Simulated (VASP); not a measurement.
Runs of VASP 6.6.1 on MgI2. The structure is that of space group P-3m1 (No. 164), or close to it. The cells are those of the table. 

```tsv
task	cell	cutoff (eV)	gap on the mesh (eV)	pressure (GPa)	largest force (eV/Å)
single point	a = 4.127, b = 4.127, c = 6.837 Å, angles 90.0, 90.0, 120.0°, 3 atoms	520	3.52	-0.1	0.01
single point	a = 4.066, b = 4.066, c = 6.622 Å, angles 90.0, 90.0, 120.0°, 3 atoms	520	(b)	1.2	0.01
relaxation of shape and atoms at fixed volume	relaxed from a = 4.055, b = 4.055, c = 6.658 Å, angles 90.0, 90.0, 120.0°, 3 atoms	600	3.42	1.2	-
single point	a = 4.140, b = 4.140, c = 6.880 Å, angles 90.0, 90.0, 120.0°, 3 atoms	520	(a)	-0.3	0.01
```

Alike in all rows: level PBE+D3(BJ); potentials or basis VASP PAW PBE potentials, release 64 (Mg, I); no spin polarisation; k mesh 6 × 6 × 4; smearing gaussian 0.02 eV.

Question: Fill in the values left out.

Answer: (a) 3.53; (b) 3.43.

Caveats: spin-orbit coupling is left out, which moves the levels of the heavy elements.

A k mesh can miss the band edges, and the runs leave out spin-orbit coupling on I.
